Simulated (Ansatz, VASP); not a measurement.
**AgCl: VASP beside Ansatz**

File INCAR:

```
PREC     = Accurate       # precision mode
ENCUT    = 520            # plane-wave cutoff, eV
EDIFF    = 1E-6           # SCF threshold, eV
ISMEAR   = 0              # smearing method
SIGMA    = 0.05           # smearing width, eV
LREAL    = F              # projectors in reciprocal space
LASPH    = T              # aspherical terms in the spheres
NELM     = 60             # most SCF steps
ALGO     = Normal         # electronic algorithm
ISIF     = 2              # what is computed and relaxed
LWAVE    = F              # write WAVECAR
LCHARG   = F              # write CHGCAR
GGA      = PE             # functional
NBANDS   = 16             # bands
```

File KPOINTS:

```
Automatic mesh
0
Gamma
  8 8 8
```

File POSCAR:

```
AgCl
1.0
    0.0000000000      2.7731500000      2.7731500000
    2.7731500000      0.0000000000      2.7731500000
    2.7731500000      2.7731500000      0.0000000000
Ag Cl
1 1
Direct
    0.4954924905      0.4954924905      0.5045075095
    0.0000000000      0.0000000000      0.0000000000
```

Input for Ansatz:

```yaml
crystal:
  lattice:
    - [0.0, 2.77315, 2.77315]
    - [2.77315, 0.0, 2.77315]
    - [2.77315, 2.77315, 0.0]
  atoms:
    - { symbol: Ag, position: [0.4954924905, 0.4954924905, 0.5045075095] }
    - { symbol: Cl, position: [0.0, 0.0, 0.0] }
basis:
  ecutwfc: 420
kpoints:
  mp_grid: { grid: [8, 8, 8] }
hamiltonian:
  xc: pbe
scf:
  occupations: { method: gaussian, width: 0.05 }
output:
  forces: true
  stress: true
  eigenvalues: true
```

Change from the starting cell: all Ag atoms moved +0.025 Å, as atom 1 towards its neighbour atom 2 (Cl) at 2.773 Å.

Alike in both runs: task single point; functional PBE; k mesh 8 × 8 × 8; occupations gaussian, width 0.05 eV; no spin polarisation.

|  | VASP | Ansatz |
| --- | --- | --- |
| version | VASP 6.6.1 | Ansatz 0.2.0 |
| potentials or method | VASP PAW PBE potentials, release 64 (Ag, Cl), cutoff 520 eV | scalar-relativistic, plane waves, PAW |
| valence electrons in the cell | 18 | 26 |

VASP gave:

| Property | Result |
| --- | --- |
| gap on the k mesh at the Fermi level (eV) | 0.91 |
| least direct gap on the mesh (eV) | 3.17 |
| pressure (GPa) | 1.5 |
| rms of the force components (eV/Å) | 0.016 |

Q: Which values does Ansatz return?

A: gap on the k mesh at the Fermi level (eV): 0.91; least direct gap on the mesh (eV): 3.17; pressure (GPa): 1.6; rms of the force components (eV/Å): 0.017.

Atom by atom the forces differ by 0.000 eV/Å (rms over components). VASP's potentials hold 18 valence electrons a cell and Ansatz's 26, so a difference there can come from the potentials and not from the codes.
